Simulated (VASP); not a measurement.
Au, 7 atoms in the cell. The cell holds a slab with vacuum, 7 atoms: a = 2.890 Å, b = 2.890 Å, c = 29.594 Å, α = 90.00°, β = 90.00°, γ = 120.00°. 

| Quantity | Value |
| --- | --- |
| Program | VASP 6.6.1 |
| Task | single point |
| Functional | r2SCAN |
| Potentials or basis | VASP PAW PBE potentials, release 64 (Au) |
| Cutoff | 520 eV |
| k mesh | 12 × 12 × 1 |
| Occupations | gaussian, width 0.1 eV |
| Spin | no spin polarisation |
| Dipole correction | yes |
| Further INCAR settings | ALGO = Normal; EDIFF = 1e-06; NBANDS = 48 |

Potentials or basis: VASP PAW PBE potentials, release 64 (Au).

Run with:

```sh
$ cat potpaw_PBE.64/Au/POTCAR > POTCAR
$ cp INCAR.step1 INCAR
$ mpirun -np 1 vasp_std > vasp.out
$ cp INCAR.step2 INCAR
$ mpirun -np 1 vasp_std > vasp.out
```

Hardware: 1 thread of Intel(R) Xeon(R) 6975P-C (Granite Rapids), with other jobs on the host.

Q: Estimate the wall time of this run.

A: It took 11 min on 1 thread of Intel(R) Xeon(R) 6975P-C (Granite Rapids) (shared host), peak memory 0.44 GiB. Counts: k points 19.
